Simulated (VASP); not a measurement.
Wanted: the native input for a VASP 6.6.1 run.

```yaml
Task: relaxation of cell and atoms
Functional: PBEsol
Potentials_or_basis: VASP PAW PBE potentials, release 64 (In_d, Se)
Cutoff: 600 eV
k_mesh: 6 × 6 × 6
Occupations: fermi-dirac, width 0.05 eV
Spin: no spin polarisation
Target_pressure: 2 GPa
Dipole_correction: no
Further_INCAR_settings: ALGO = Normal; EDIFF = 1e-07; IBRION = 2; EDIFFG = -0.01; NSW = 60; ISIF = 3
```

The structure of In3Se lies in POSCAR:

```
In3Se
1.0
    4.8037580000      0.0000000000      0.0000000000
    0.0000000000      4.8037580000      0.0000000000
    0.0000000000      0.0000000000      4.8037580000
In Se
3 1
Direct
    0.5000000000      0.5000000000      0.0000000000
    0.5000000000      0.0000000000      0.5000000000
    0.0000000000      0.5000000000      0.5000000000
    0.0000000000      0.0000000000      0.0000000000
```

These files were run (other wordings do the same):

INCAR

```
SYSTEM = In3Se
ALGO = Normal ; EDIFF = 1E-7
EDIFFG = -0.01 ; ENCUT = 600
GGA = PS ; IBRION = 2
ISIF = 3 ; ISMEAR = -1
LASPH = .TRUE. ; LCHARG = .FALSE.
LREAL = .FALSE. ; LWAVE = .FALSE.
NELM = 60 ; NSW = 60
PREC = Accurate ; PSTRESS = 20.0
SIGMA = 0.05
```

KPOINTS

```
k-points
0
G
  6 6 6
  0 0 0
```

Potentials or basis: VASP PAW PBE potentials, release 64 (In_d, Se).

Command:

```console
$ cat potpaw_PBE.64/In_d/POTCAR potpaw_PBE.64/Se/POTCAR > POTCAR
$ mpirun -np 1 vasp_std > vasp.out
```

It gave:

- Relaxed volume: 24.47 Å³/atom
- Relaxed cell: a = 4.609 Å, b = 4.609 Å, c = 4.609 Å, α = 90.00°, β = 90.00°, γ = 90.00°
- Space group after relaxing (to 0.1 Å): Pm-3m (No. 221)
- Energy change on relaxing (the run minimises the enthalpy): -15.8 meV/atom
- Ionic steps: 3
- Pressure after relaxing: 2.0 GPa
- Band gap on the k mesh: zero (an odd number of electrons rules out a gap without spin polarisation)

Caveat: the cell is relaxed towards a set pressure, so the run minimises the enthalpy, not the energy; the PAW data sets were made with another functional, which shifts forces and pressure a little; spin-orbit coupling is left out, which moves the levels of the heavy elements.

It took 68 s on 1 thread of Intel(R) Xeon(R) 6975P-C (Granite Rapids), on a shared host, peak memory 0.28 GiB.
